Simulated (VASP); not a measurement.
# BN (Pm) in VASP: a series of runs, part 2 of 3

VASP 6.6.1.

### 3 Single point, PBE+D3(BJ) (atoms displaced along a vibrational mode)

INCAR reads:

```
SYSTEM = BN
PREC = Accurate
ENCUT = 520
EDIFF = 1E-6
ISMEAR = 1
SIGMA = 0.05
LREAL = .FALSE.
LASPH = .TRUE.
NELM = 80
ALGO = Normal
ISIF = 2
LWAVE = .FALSE.
LCHARG = .TRUE.
GGA = PE
IVDW = 12
LELF = .TRUE.
LVHAR = .TRUE.
NBANDS = 16
```

KPOINTS reads:

```
regular mesh
0
G
  12 12 4
  0 0 0
```

POSCAR reads:

```
BN
1.0
    2.5061127838      0.0000000000      0.0000000000
   -1.2530563919      2.1703573356      0.0000000000
    0.0000000000      0.0000000000      6.5923998870
B N
2 2
Direct
   -0.1383014547      0.0000000000      0.5000000000
    0.4718745842      0.6666666667      0.0000000000
    0.1378735981      0.0000000000      0.0000000000
    0.5286080042      0.3333333333      0.5000000000
```

Potentials or basis: VASP PAW PBE potentials, release 64 (B, N).

Run with:

```bash
$ cat potpaw_PBE.64/B/POTCAR potpaw_PBE.64/N/POTCAR > POTCAR
$ mpirun -np 1 vasp_std > vasp.out
```

OUTCAR:

```text
SYSTEM = BN
   PREC = Accurate
   ENCUT = 520
   EDIFF = 1E-6
   ISMEAR = 1
   LREAL = .FALSE.
   LASPH = .TRUE.
   NELM = 80
   ISIF = 2
   GGA = PE
   IVDW = 12
 IVDW          = 12

 ion  position               nearest neighbor table
   1  0.862  0.000  0.500-   4 1.45   4 1.45   4 1.45
   2  0.472  0.667  0.000-   3 1.45   3 1.45   3 1.45
   3  0.138  0.000  0.000-   2 1.45   2 1.45   2 1.45
   4  0.529  0.333  0.500-   1 1.45   1 1.45   1 1.45

  LATTYP: Found a hexagonal cell.
 ALAT       =     2.5061127838
 C/A-ratio  =     2.6305280152

  Lattice vectors:

 A1 = (   2.5061127838,   0.0000000000,   0.0000000000)
 A2 = (  -1.2530563919,   2.1703573356,   0.0000000000)
 A3 = (   0.0000000000,   0.0000000000,   6.5923998870)

Analysis of symmetry for initial positions (statically):
=====================================================================
 Subroutine PRICEL returns:
 Original cell was already a primitive cell.

 Routine SETGRP: Setting up the symmetry group for a
 hexagonal supercell.

 Subroutine GETGRP returns: Found  2 space group operations
 (whereof  2 operations were pure point group operations)
 out of a pool of 24 trial point group operations.

The static configuration has the point symmetry C_1h.

Analysis of symmetry for dynamics (positions and initial velocities):
=====================================================================
 Subroutine PRICEL returns:
 Original cell was already a primitive cell.

 Routine SETGRP: Setting up the symmetry group for a
 hexagonal supercell.

 Subroutine GETGRP returns: Found  2 space group operations
 (whereof  2 operations were pure point group operations)
 out of a pool of 24 trial point group operations.

The dynamic configuration has the point symmetry C_1h.

 Subroutine INISYM returns: Found  2 space group operations
 (whereof  2 operations are pure point group operations),
 and found     1 'primitive' translations

----------------------------------------------------------------------------------------

                                     Primitive cell

  volume of cell :      35.8571

  direct lattice vectors                    reciprocal lattice vectors
     2.506112784  0.000000000  0.000000000     0.399024340  0.230376810  0.000000000
    -1.253056392  2.170357336  0.000000000     0.000000000  0.460753620  0.000000000
     0.000000000  0.000000000  6.592399887     0.000000000  0.000000000  0.151689827

  length of vectors
     2.506112784  2.506112784  6.592399887     0.460753620  0.460753620  0.151689827

  position of ions in fractional coordinates (direct lattice)
     0.861698545  0.000000000  0.500000000
     0.471874584  0.666666667  0.000000000
     0.137873598  0.000000000  0.000000000
     0.528608004  0.333333333  0.500000000

  ion indices of the primitive-cell ions
   primitive index   ion index
                 1           1
                 2           2
                 3           3
                 4           4

----------------------------------------------------------------------------------------

 KPOINTS: regular mesh

Automatic generation of k-mesh.
 Grid dimensions read from file:
 generate k-points for:   12   12    4

 Generating k-lattice:

  Cartesian coordinates                     Fractional coordinates (reciprocal lattice)
     0.033252028  0.019198068  0.000000000     0.083333333  0.000000000  0.000000000
     0.000000000  0.038396135  0.000000000     0.000000000  0.083333333  0.000000000
     0.000000000  0.000000000  0.037922457     0.000000000  0.000000000  0.250000000

  Length of vectors
     0.038396135  0.038396135  0.037922457

  Shift w.r.t. Gamma in fractional coordinates (k-lattice)
     0.000000000  0.000000000  0.000000000

 Subroutine IBZKPT returns following result:
 ===========================================

 Found    222 irreducible k-points:

 Following reciprocal coordinates:
            Coordinates               Weight
  0.000000  0.000000  0.000000      1.000000
  0.083333 -0.000000  0.000000      2.000000
  0.000000  0.083333  0.000000      2.000000
 -0.083333  0.083333  0.000000      2.000000
  0.166667 -0.000000  0.000000      2.000000
  0.000000  0.166667  0.000000      2.000000
[... 16 lines left out ...]
  0.166667  0.083333  0.000000      2.000000
 -0.083333  0.250000  0.000000      2.000000
 [... further k-points ...]
   k-points           NKPTS =    222   k-points in BZ     NKDIM =    222   number of bands    NBANDS=     16
   number of dos      NEDOS =    301   number of ions     NIONS =      4
   total plane-waves  NPLWV =  20000
   dimension x,y,z NGX =    20 NGY =   20 NGZ =   50
   dimension x,y,z NGXF=    40 NGYF=   40 NGZF=  100
   ions per type =               2   2
   NGX,Y,Z   is equivalent  to a cutoff of  13.27, 13.27, 12.61 a.u.
   NGXF,Y,Z  is equivalent  to a cutoff of  26.53, 26.53, 25.22 a.u.
 SYSTEM =  BN
   PREC   = accura    normal or accurate (medium, high low for compatibility)
   ISTART =      0    job   : 0-new  1-cont  2-samecut
   ICHARG =      2    charge: 1-file 2-atom 10-const
   ISPIN  =      1    spin polarized calculation?
   LNONCOLLINEAR =      F non collinear calculations
   LSORBIT =      F    spin-orbit coupling
   LASPH  =      T    aspherical Exc in radial PAW
   ENCUT  =  520.0 eV  38.22 Ry    6.18 a.u.   4.66  4.66 12.26*2*pi/ulx,y,z
   NELM   =     80;   NELMIN=  2; NELMDL= -5     # of ELM steps
   EDIFF  = 0.1E-05   stopping-criterion for ELM
   LREAL  =      F    real-space projection
   EDIFFG = 0.1E-04   stopping-criterion for IOM
   NSW    =      0    number of steps for IOM
   IBRION =     -1    ionic relax: 0-MD 1-quasi-New 2-CG
   NFREE  =      0    steps in history (QN), initial steepest desc. (CG)
   ISIF   =      2    stress and relaxation
   ISYM   =      2    0-nonsym 1-usesym 2-fastsym
   POTIM  = 0.5000    time-step for ionic-motion
   TEBEG  =    0.0;   TEEND  =   0.0 temperature during run
   PSTRESS=    0.0 pullay stress
   NELECT =      16.0000    total number of electrons
   NUPDOWN=      -1.0000    fix difference up-down
   EMIN   =  10.00;   EMAX   =-10.00  energy-range for DOS
   EFERMI =   0.00;   METHOD = LEGACY
   ISMEAR =     1;   SIGMA  =   0.05  broadening in eV -4-tet -1-fermi 0-gaus
   EFERMI_NEDOS =   21; number of points for ismear=-14 and -15
   IALGO  =     38    algorithm
   IMIX   =      4    mixing-type and parameters
     AMIX     =   0.40;   BMIX     =  1.00
     AMIX_MAG =   1.60;   BMIX_MAG =  1.00
  volume/ion in A,a.u.               =       8.96        60.49
  Fermi-wavevector in a.u.,A,eV,Ry     =   1.250997  2.364042 21.293038  1.564994
  Thomas-Fermi vector in A             =   2.384965
   LORBIT       =      0    0 simple, 1 ext, 2 COOP (PROOUT), +10 PAW based schemes
   GGA     = PE    functional components
   LHFCALC =     F    Hartree Fock is set to
   AEXX    =    0.0000 exact exchange contribution
   IVDW    =    12    specifies the selected vdW correction
   LEPSILON=     F    determine dielectric tensor
   LRPA    =     F    only Hartree local field effects (RPA)
 non-spin polarized calculation
 Methfessel and Paxton  Order N= 1 SIGMA  =   0.05
  energy-cutoff  :      520.00
  volume of cell :       35.86
 maximum number of plane-waves:       985
   NGX =  9   NGY =  9   NGZ = 25

 number of electron      15.9999998 magnetization

 Free energy of the ion-electron system (eV)
  ---------------------------------------------------
  ext. energy  EPLUGINS =         0.00000000
  ---------------------------------------------------
  free energy    TOTEN  =       -35.13097395 eV

  energy without entropy =      -35.13101228  energy(sigma->0) =      -35.13098673

 E-fermi :   2.5881     XC(G=0): -10.1185

 val. band max:        2.5558364336   @ k =   0.3333   0.3333   0.0000
 cond. band min:       6.0409839665   @ k =   0.5000   0.5000   0.0000
 fundamental gap:      3.4851475329
 Fermi energy:         2.5881074269

 k-point     1 :       0.0000    0.0000    0.0000
  band No.  band energies     occupation
      1     -15.4716      2.00000
      2     -15.1608      2.00000
      3      -3.9078      2.00000
      4      -1.7180      2.00000
      5       0.9695      2.00000
      6       1.0014      2.00000
[... 433 lines left out ...]
      3      -2.6235      2.00000
      4      -1.9947      2.00000
      5      -1.9245      2.00000
      6      -0.5929      2.00000
[... 8 lines left out ...]
     15      16.8471      0.00000
     16      17.6433      0.00000

 [... further k-points ...]

------------------------ aborting loop because EDIFF is reached ----------------------------------------

 Edisp (eV)   -0.56886

 E8    (eV) :    -0.1668

  FORCE on cell =-STRESS in cart. coord.  units (eV):
  Direction    XX          YY          ZZ          XY          YZ          ZX
  --------------------------------------------------------------------------------------
  -------------------------------------------------------------------------------------
  Total      -0.04081     0.02090     0.16747     0.09080     0.00000     0.00000
  in kB      -1.82331     0.93376     7.48295     4.05728     0.00000     0.00000
  external pressure =        2.20 kB  Pullay stress =        0.00 kB

 VOLUME and BASIS-vectors are now :
 -----------------------------------------------------------------------------
  energy-cutoff  :      520.00
  volume of cell :       35.86
      direct lattice vectors                 reciprocal lattice vectors
     2.506112784  0.000000000  0.000000000     0.399024340  0.230376810  0.000000000
    -1.253056392  2.170357336  0.000000000     0.000000000  0.460753620  0.000000000
     0.000000000  0.000000000  6.592399887     0.000000000  0.000000000  0.151689827

 POSITION                                       TOTAL-FORCE (eV/Angst)
 -----------------------------------------------------------------------------------
      2.15951      0.00000      3.29620         0.030171     -0.015016      0.000000
      0.34720      1.44690      0.00000        -0.046266      0.003992      0.000000
      0.34553      0.00000      0.00000         0.005325     -0.051565      0.000000
      0.90707      0.72345      3.29620         0.010770      0.062590      0.000000
 -----------------------------------------------------------------------------------
    total drift:                               -0.000007      0.000004      0.000000

  FREE ENERGIE OF THE ION-ELECTRON SYSTEM (eV)
  ---------------------------------------------------
  free  energy   TOTEN  =       -35.6998320250 eV

  energy  without entropy=      -35.6998703506  energy(sigma->0) =      -35.69984480
```

OSZICAR:

```text
N       E                     dE             d eps       ncg     rms          rms(c)
DAV:   1     0.385485518269E+02    0.38549E+02   -0.74522E+03  7104   0.902E+02
DAV:   2    -0.359140610312E+02   -0.74463E+02   -0.68474E+02  9664   0.212E+02
DAV:   3    -0.386524541252E+02   -0.27384E+01   -0.27298E+01  9328   0.392E+01
DAV:   4    -0.386689317333E+02   -0.16478E-01   -0.16476E-01  8768   0.341E+00
DAV:   5    -0.386690848875E+02   -0.15315E-03   -0.15315E-03  9240   0.314E-01    0.112E+01
DAV:   6    -0.354827516249E+02    0.31863E+01   -0.51056E+00  9152   0.175E+01    0.504E+00
DAV:   7    -0.352092736470E+02    0.27348E+00   -0.55552E-01  9792   0.552E+00    0.316E+00
DAV:   8    -0.351343837825E+02    0.74890E-01   -0.22653E-01  9376   0.319E+00    0.456E-01
DAV:   9    -0.351300619269E+02    0.43219E-02   -0.14374E-02  8368   0.970E-01    0.196E-01
DAV:  10    -0.351308824842E+02   -0.82056E-03   -0.12358E-03  8584   0.270E-01    0.351E-02
DAV:  11    -0.351309622737E+02   -0.79789E-04   -0.92479E-05  8896   0.785E-02    0.244E-02
DAV:  12    -0.351309738826E+02   -0.11609E-04   -0.26966E-05  7840   0.368E-02    0.330E-03
DAV:  13    -0.351309739550E+02   -0.72441E-07   -0.66214E-07  7864   0.623E-03
   1 F= -.35699832E+02 E0= -.35699845E+02  d E =0.383256E-04
```

Wall time 92 s (1 thread of AMD EPYC 7R13, shared host); peak memory 0.21 GiB.

What came out:

```
Free energy                : -35.6998 eV
Pressure                   : 0.2 GPa
Largest force              : 0.064 eV/Å
Band gap on the k mesh     : 3.49 eV (least direct gap 3.86 eV)
Dispersion energy per atom : -0.142 eV
```

Forces in eV/Å, atoms in the order of the input:
```
B    0.030 -0.015  0.000
B   -0.046  0.004  0.000
N    0.005 -0.052  0.000
N    0.011  0.063  0.000
```

Caveat: the cell differs from its parent crystal (atoms displaced along a vibrational mode).

(Part 2 of 3 ends here.)
